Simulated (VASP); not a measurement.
Hf2NbO2:

```xyz
5
Lattice="-1.8086 1.8086 5.8385 1.8086 -1.8086 5.8385 1.8086 1.8086 -5.8385" Properties=species:S:1:pos:R:3 pbc="T T T"
Hf    0.0000    0.0000    1.6610
Hf    0.0000    0.0000   10.0160
Nb    0.0000    0.0000    5.8385
O     0.0000    0.0000    7.5258
O     0.0000    0.0000    4.1512
```

| Item | Value |
| --- | --- |
| Program | VASP 6.6.1 |
| Task | relaxation of cell and atoms |
| Functional | PBE |
| Potentials or basis | VASP PAW PBE potentials, release 64 (Hf_pv, Nb_sv, O) |
| Cutoff | 600 eV |
| k mesh | 6 × 6 × 6 |
| Occupations | gaussian, width 0.2 eV |
| Spin | no spin polarisation |

At the start: pressure 20.5 GPa; volume 15.28 Å³/atom.

How do energy, volume and symmetry change on relaxing?

Over 13 steps the energy falls by 1204.8 meV/atom and the volume is 13.48 Å³/atom (-11.7 %); space group I4/mmm (No. 139, to 0.05 Å).

Step by step:
```
step  energy change (eV)  largest force (eV/Å)  pressure (GPa)  volume (Å³)
   1              0.0000               13.1995           20.51        76.39
   2             -2.0380                1.4525          -33.18        95.93
   3             -3.8219                0.8329          -27.62        85.15
   4             -3.8688                0.9372          -26.92        84.56
   5             -3.8795                2.1678          -19.29        80.89
   6             -3.9615                1.3814          -24.01        82.74
   7             -5.7482                0.3514           17.06        62.35
   8             -5.9336                0.1785            2.94        66.11
   9             -6.0063                0.2167            2.38        66.47
  10             -6.0093                0.3314            2.38        66.56
  11             -6.0150                0.1062           -2.59        68.28
  12             -6.0199                0.1947           -0.65        67.58
  13             -6.0238                0.0644           -0.23        67.42
```

Final structure:
```
Hf Nb O
1.0
    -1.59202    1.59202    6.65048
     1.59202   -1.59202    6.65048
     1.59202    1.59202   -6.65048
Hf Nb O
2 1 2
Direct
  0.14425 0.14425 0.00000
  0.85575 0.85575 0.00000
  0.50000 0.50000 0.00000
  0.68140 0.68140 0.00000
  0.31860 0.31860 0.00000
```

Caveat: the k points lie up to 0.47 Å⁻¹ apart in the final cell; an odd number of electrons without spin polarisation forces a metal; a magnetic or distorted state may lie lower; the relaxation stopped at a loose force limit of 0.08 eV/Å, so its end isn't a converged minimum.
